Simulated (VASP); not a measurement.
# H (P4/mmm) in VASP: notebook, part 2 of 2

VASP 6.6.1.

## 3. Single point, LDA (strain +0.000 along x and y, +0.050 along z)

File INCAR:

```
PREC = Accurate ; ENCUT = 520
EDIFF = 1E-6 ; ISMEAR = 0
SIGMA = 0.05 ; LREAL = False
LASPH = True ; NELM = 100
ALGO = Normal ; ISIF = 2
LWAVE = False ; LCHARG = True
GGA = CA ; LELF = True
LVHAR = True ; NBANDS = 6
```

File KPOINTS:

```
Automatic mesh
0
Gamma
  10 10 26
```

File POSCAR:

```
H
1.0
    2.6496387389      0.0000000000      0.0000000000
    0.0000000000      2.6496387389      0.0000000000
    0.0000000000      0.0000000000      1.0295175660
H
1
Direct
    0.0000000000      0.0000000000      0.5000000000
```

Potentials or basis: VASP PAW LDA potentials, release 64 (H).

The run is started by

```
> cat potpaw_LDA.64/H/POTCAR > POTCAR
> mpirun -np 1 vasp_std > vasp.out
```

OUTCAR:

```text
PREC = Accurate
   ENCUT = 520
   EDIFF = 1E-6
   ISMEAR = 0
   LREAL = False
   LASPH = True
   NELM = 100
   ISIF = 2
   GGA = CA

 ion  position               nearest neighbor table
   1  0.000  0.000  0.500-

  LATTYP: Found a simple tetragonal cell.
 ALAT       =     2.6496387389
 C/A-ratio  =     0.3885501638

  Lattice vectors:

 A1 = (   2.6496387389,   0.0000000000,   0.0000000000)
 A2 = (   0.0000000000,   2.6496387389,   0.0000000000)
 A3 = (   0.0000000000,   0.0000000000,   1.0295175660)

Analysis of symmetry for initial positions (statically):
=====================================================================
 Subroutine PRICEL returns:
 Original cell was already a primitive cell.

 Routine SETGRP: Setting up the symmetry group for a
 simple tetragonal supercell.

 Subroutine GETGRP returns: Found 16 space group operations
 (whereof 16 operations were pure point group operations)
 out of a pool of 16 trial point group operations.

The static configuration has the point symmetry D_4h.

Analysis of symmetry for dynamics (positions and initial velocities):
=====================================================================
 Subroutine PRICEL returns:
 Original cell was already a primitive cell.

 Routine SETGRP: Setting up the symmetry group for a
 simple tetragonal supercell.

 Subroutine GETGRP returns: Found 16 space group operations
 (whereof 16 operations were pure point group operations)
 out of a pool of 16 trial point group operations.

The dynamic configuration has the point symmetry D_4h.

 Subroutine INISYM returns: Found 16 space group operations
 (whereof 16 operations are pure point group operations),
 and found     1 'primitive' translations

----------------------------------------------------------------------------------------

                                     Primitive cell

  volume of cell :       7.2278

  direct lattice vectors                    reciprocal lattice vectors
     2.649638739  0.000000000  0.000000000     0.377409941  0.000000000  0.000000000
     0.000000000  2.649638739  0.000000000     0.000000000  0.377409941  0.000000000
     0.000000000  0.000000000  1.029517566     0.000000000  0.000000000  0.971328740

  length of vectors
     2.649638739  2.649638739  1.029517566     0.377409941  0.377409941  0.971328740

  position of ions in fractional coordinates (direct lattice)
     0.000000000  0.000000000  0.500000000

  ion indices of the primitive-cell ions
   primitive index   ion index
                 1           1

----------------------------------------------------------------------------------------

 KPOINTS: Automatic mesh

Automatic generation of k-mesh.
 Grid dimensions read from file:
 generate k-points for:   10   10   26

 Generating k-lattice:

  Cartesian coordinates                     Fractional coordinates (reciprocal lattice)
     0.037740994  0.000000000  0.000000000     0.100000000  0.000000000  0.000000000
     0.000000000  0.037740994  0.000000000     0.000000000  0.100000000  0.000000000
     0.000000000  0.000000000  0.037358798     0.000000000  0.000000000  0.038461538

  Length of vectors
     0.037740994  0.037740994  0.037358798

  Shift w.r.t. Gamma in fractional coordinates (k-lattice)
     0.000000000  0.000000000  0.000000000

 Subroutine IBZKPT returns following result:
 ===========================================

 Found    294 irreducible k-points:

 Following reciprocal coordinates:
            Coordinates               Weight
  0.000000  0.000000  0.000000      1.000000
  0.100000  0.000000  0.000000      4.000000
  0.200000  0.000000  0.000000      4.000000
  0.300000  0.000000  0.000000      4.000000
  0.400000  0.000000  0.000000      4.000000
  0.500000  0.000000  0.000000      2.000000
[... 16 lines left out ...]
  0.100000  0.000000  0.038462      8.000000
  0.200000  0.000000  0.038462      8.000000
 [... further k-points ...]
   k-points           NKPTS =    294   k-points in BZ     NKDIM =    294   number of bands    NBANDS=      6
   number of dos      NEDOS =    301   number of ions     NIONS =      1
   total plane-waves  NPLWV =   3200
   dimension x,y,z NGX =    20 NGY =   20 NGZ =    8
   dimension x,y,z NGXF=    40 NGYF=   40 NGZF=   16
   ions per type =               1
   NGX,Y,Z   is equivalent  to a cutoff of  12.55, 12.55, 12.92 a.u.
   NGXF,Y,Z  is equivalent  to a cutoff of  25.10, 25.10, 25.84 a.u.
 SYSTEM =  unknown system
   PREC   = accura    normal or accurate (medium, high low for compatibility)
   ISTART =      0    job   : 0-new  1-cont  2-samecut
   ICHARG =      2    charge: 1-file 2-atom 10-const
   ISPIN  =      1    spin polarized calculation?
   LNONCOLLINEAR =      F non collinear calculations
   LSORBIT =      F    spin-orbit coupling
   LASPH  =      T    aspherical Exc in radial PAW
   ENCUT  =  520.0 eV  38.22 Ry    6.18 a.u.   4.93  4.93  1.91*2*pi/ulx,y,z
   NELM   =    100;   NELMIN=  2; NELMDL= -5     # of ELM steps
   EDIFF  = 0.1E-05   stopping-criterion for ELM
   LREAL  =      F    real-space projection
   EDIFFG = 0.1E-04   stopping-criterion for IOM
   NSW    =      0    number of steps for IOM
   IBRION =     -1    ionic relax: 0-MD 1-quasi-New 2-CG
   NFREE  =      0    steps in history (QN), initial steepest desc. (CG)
   ISIF   =      2    stress and relaxation
   ISYM   =      2    0-nonsym 1-usesym 2-fastsym
   POTIM  = 0.5000    time-step for ionic-motion
   TEBEG  =    0.0;   TEEND  =   0.0 temperature during run
   PSTRESS=    0.0 pullay stress
   NELECT =       1.0000    total number of electrons
   NUPDOWN=      -1.0000    fix difference up-down
   EMIN   =  10.00;   EMAX   =-10.00  energy-range for DOS
   EFERMI =   0.00;   METHOD = LEGACY
   ISMEAR =     0;   SIGMA  =   0.05  broadening in eV -4-tet -1-fermi 0-gaus
   EFERMI_NEDOS =   21; number of points for ismear=-14 and -15
   IALGO  =     38    algorithm
   IMIX   =      4    mixing-type and parameters
     AMIX     =   0.40;   BMIX     =  1.00
     AMIX_MAG =   1.60;   BMIX_MAG =  1.00
  volume/ion in A,a.u.               =       7.23        48.78
  Fermi-wavevector in a.u.,A,eV,Ry     =   0.846719  1.600066  9.754459  0.716932
  Thomas-Fermi vector in A             =   1.962111
   LORBIT       =      0    0 simple, 1 ext, 2 COOP (PROOUT), +10 PAW based schemes
   GGA     = CA    functional components
   LHFCALC =     F    Hartree Fock is set to
   AEXX    =    0.0000 exact exchange contribution
   IVDW    =     0    specifies the selected vdW correction
   LEPSILON=     F    determine dielectric tensor
   LRPA    =     F    only Hartree local field effects (RPA)
 non-spin polarized calculation
 Gauss-broadening in eV      SIGMA  =   0.05
  energy-cutoff  :      520.00
  volume of cell :        7.23
 maximum number of plane-waves:       216
 NGX is ok and might be reduce to    20
   NGX =  9   NGY =  9   NGZ =  3

 number of electron       1.0000000 magnetization

 Free energy of the ion-electron system (eV)
  ---------------------------------------------------
  ext. energy  EPLUGINS =         0.00000000
  ---------------------------------------------------
  free energy    TOTEN  =        -3.12674640 eV

  energy without entropy =       -3.12663420  energy(sigma->0) =       -3.12669030

 E-fermi :  -1.9741     XC(G=0):  -7.3646

 val. band max:       -2.0075734396   @ k =   0.5000   0.4000   0.2308
 cond. band min:      -1.9408707476   @ k =   0.1000   0.0000   0.2692
 fundamental gap:      0.0667026920
 Fermi energy:        -1.9741467519

 k-point     1 :       0.0000    0.0000    0.0000
  band No.  band energies     occupation
      1     -12.2259      2.00000
      2       7.9481      0.00000
      3      13.8688      0.00000
      4      13.8688      0.00000
      5      16.4527      0.00000
      6      34.1720      0.00000

 k-point     2 :       0.1000    0.0000    0.0000
  band No.  band energies     occupation
      1     -12.1003      2.00000
      2       6.9540      0.00000
      3      13.1093      0.00000
      4      14.0577      0.00000
      5      18.8774      0.00000
      6      31.0335      0.00000
[... 181 lines left out ...]
 k-point    23 :       0.1000    0.0000    0.0385
  band No.  band energies     occupation
      1     -11.8923      2.00000
      2       7.1624      0.00000
      3      13.3187      0.00000
      4      14.2679      0.00000
      5      19.0871      0.00000
      6      31.2426      0.00000

 k-point    24 :       0.2000    0.0000    0.0385
  band No.  band energies     occupation
      1     -11.5401      2.00000
      2       4.9984      0.00000
      3      13.2328      0.00000
      4      14.8231      0.00000
      5      23.3476      0.00000
      6      27.8909      0.00000

 [... further k-points ...]
[... 5 lines left out ...]
  --------------------------------------------------------------------------------------
  -------------------------------------------------------------------------------------
  Total       -0.0038880     -0.0038880     -0.4561710      0.0000000      0.0000000     -0.0000000
  in kB       -0.8618402     -0.8618402   -101.1186180      0.0000000      0.0000000     -0.0000000
  external PRESSURE =     -34.2807661 kB  Pullay stress =       0.0000000 kB

 VOLUME and BASIS-vectors are now :
 -----------------------------------------------------------------------------
  energy-cutoff  :      520.00
  volume of cell :        7.23
      direct lattice vectors                 reciprocal lattice vectors
     2.649638739  0.000000000  0.000000000     0.377409941  0.000000000  0.000000000
     0.000000000  2.649638739  0.000000000     0.000000000  0.377409941  0.000000000
     0.000000000  0.000000000  1.029517566     0.000000000  0.000000000  0.971328740

 POSITION                                       TOTAL-FORCE (eV/Angst)
 -----------------------------------------------------------------------------------
      0.00000      0.00000      0.51476         0.000000      0.000000      0.000000
 -----------------------------------------------------------------------------------
    total drift:                               -0.000000      0.000000     -0.000000

  FREE ENERGIE OF THE ION-ELECTRON SYSTEM (eV)
  ---------------------------------------------------
  free  energy   TOTEN  =        -3.1267463962 eV

  energy  without entropy=       -3.1266341967  energy(sigma->0) =       -3.12669030
```

OSZICAR:

```text
N       E                     dE             d eps       ncg     rms          rms(c)
DAV:   1    -0.312822261696E+01   -0.31282E+01   -0.22928E+02  3744   0.693E+01
DAV:   2    -0.322671923052E+01   -0.98497E-01   -0.98485E-01  4704   0.576E+00
DAV:   3    -0.322677198998E+01   -0.52759E-04   -0.52759E-04  4056   0.127E-01
DAV:   4    -0.322677199996E+01   -0.99722E-08   -0.10319E-07  5124   0.167E-03
DAV:   5    -0.322677200015E+01   -0.18997E-09   -0.21292E-11  3954   0.170E-05    0.168E+00
DAV:   6    -0.315974542880E+01    0.67027E-01   -0.26128E-02  3792   0.475E-01    0.964E-01
DAV:   7    -0.312636644749E+01    0.33379E-01   -0.52146E-02  3828   0.699E-01    0.934E-02
DAV:   8    -0.312674368727E+01   -0.37724E-03   -0.16543E-04  3774   0.531E-02    0.870E-03
DAV:   9    -0.312674586697E+01   -0.21797E-05   -0.53399E-06  4584   0.871E-03    0.335E-03
DAV:  10    -0.312674639624E+01   -0.52927E-06   -0.23675E-07  4242   0.191E-03
   1 F= -.31267464E+01 E0= -.31266903E+01  d E =-.112200E-03
```

It took 7.2 s on 1 thread of Intel Xeon Platinum 8259CL at 2.50GHz (Skylake/Cascade Lake), shared host; peak memory 0.11 GiB.

Results:

| Property | Result |
| --- | --- |
| Free energy | -3.1267 eV |
| Pressure | -3.4 GPa |

Caveat: the cell differs from its parent crystal (strain +0.000 along x and y, +0.050 along z).

## 4. Single point, LDA (strain +0.050 along x and y, +0.000 along z)

File INCAR:

```
SYSTEM = H
  ALGO = Normal
  EDIFF = 1E-7
  ENCUT = 520
  GGA = CA
  ISIF = 2
  ISMEAR = 0
  LASPH = .TRUE.
  LCHARG = .FALSE.
  LREAL = .FALSE.
  LWAVE = .FALSE.
  NBANDS = 6
  NELM = 80
  PREC = Accurate
  SIGMA = 0.05
```

File KPOINTS:

```
k-points
0
G
  10 10 26
  0 0 0
```

File POSCAR:

```
H
1.0
    2.7821206758      0.0000000000      0.0000000000
    0.0000000000      2.7821206758      0.0000000000
    0.0000000000      0.0000000000      0.9804929200
H
1
Direct
    0.0000000000      0.0000000000      0.5000000000
```

The run is started by

```
> cat potpaw_LDA.64/H/POTCAR > POTCAR
> mpirun -np 1 vasp_std > vasp.out
```

It took 8.7 s on 1 thread of Intel Xeon Platinum 8259CL at 2.50GHz (Skylake/Cascade Lake), shared host; peak memory 0.11 GiB.

The run converged. Its results:

```
Free energy : -3.1335 eV
Pressure    : 0.9 GPa
```

Stress tensor (GPa, compression positive):
```
-0.60  0.00  0.00
 0.00 -0.60  0.00
 0.00  0.00  4.00
```

Levels at points of the mesh, in eV from the Fermi level:
```tsv
k point	band 1	band 2	band 3	band 4	band 5
(0.00, 0.00, 0.00)	-10.64	8.30	14.05	14.05	16.69
(0.50, 0.00, 0.00)	-9.42	2.21	14.48	16.78	21.74
(0.50, 0.50, 0.00)	-8.44	5.70	5.70	8.77	34.35
(0.00, 0.00, 0.50)	24.55	31.70	45.57	50.07	52.80
(0.50, 0.00, 0.50)	25.26	33.71	41.19	41.46	52.14
(0.50, 0.50, 0.50)	25.84	35.36	44.61	44.61	45.03
```

Caveat: the cell differs from its parent crystal (strain +0.050 along x and y, +0.000 along z).

## 5. Single point, LDA (strain +0.025 along x and y, +0.000 along z)

File INCAR:

```
SYSTEM = H
ALGO     = Normal         ! electronic algorithm
EDIFF    = 1E-6           ! SCF threshold, eV
ENCUT    = 520            ! plane-wave cutoff, eV
ISIF     = 2              ! what is computed and relaxed
ISMEAR   = 0              ! smearing method
LASPH    = .TRUE.         ! aspherical terms in the spheres
LCHARG   = .FALSE.        ! write CHGCAR
LREAL    = .FALSE.        ! projectors in reciprocal space
LWAVE    = .FALSE.        ! write WAVECAR
NBANDS   = 6              ! bands
NELM     = 60             ! most SCF steps
PREC     = Accurate       ! precision mode
SIGMA    = 0.05           ! smearing width, eV
```

KPOINTS is that of step 4.

File POSCAR:

```
H
1.0
    2.7158797074      0.0000000000      0.0000000000
    0.0000000000      2.7158797074      0.0000000000
    0.0000000000      0.0000000000      0.9804929200
H
1
Direct
    0.0000000000      0.0000000000      0.5000000000
```

The run is started by

```
> cat potpaw_LDA.64/H/POTCAR > POTCAR
> mpirun -np 1 vasp_std > vasp.out
```

Run time: 6.9 s. Hardware: 1 thread of Intel Xeon Platinum 8259CL at 2.50GHz (Skylake/Cascade Lake), shared host; peak memory 0.11 GiB.

Results (log left out):

* Free energy: -3.1340 eV
* Pressure: 1.1 GPa

Stress tensor (GPa, compression positive):
```
-0.36  0.00  0.00
 0.00 -0.36  0.00
 0.00  0.00  4.04
```

Levels at points of the mesh, in eV from the Fermi level:
```tsv
k point	band 1	band 2	band 3
(0.00, 0.00, 0.00)	-10.93	8.69	14.58
(0.50, 0.00, 0.00)	-9.54	2.05	15.11
(0.50, 0.50, 0.00)	-8.45	5.76	5.76
(0.00, 0.00, 0.50)	24.31	31.38	45.84
(0.50, 0.00, 0.50)	25.13	33.60	41.03
(0.50, 0.50, 0.50)	25.79	35.44	44.66
```

Caveat: the cell differs from its parent crystal (strain +0.025 along x and y, +0.000 along z).

## 6. The runs side by side

```tsv
cell	gap on the mesh (eV)	pressure (GPa)
a = 2.716, b = 2.716, c = 0.956 Å, 1 atom	none	3.9
a = 2.650, b = 2.650, c = 1.030 Å, 1 atom	none	-3.4
a = 2.782, b = 2.782, c = 0.980 Å, 1 atom	none	0.9
a = 2.716, b = 2.716, c = 0.980 Å, 1 atom	none	1.1
```

Alike in all rows: task single point; level LDA; potentials or basis VASP PAW LDA potentials, release 64 (H); no spin polarisation; k mesh 10 × 10 × 26; cutoff (eV) 520; smearing gaussian 0.05 eV.

Absolute energies hang on the potentials; compare differences alone.
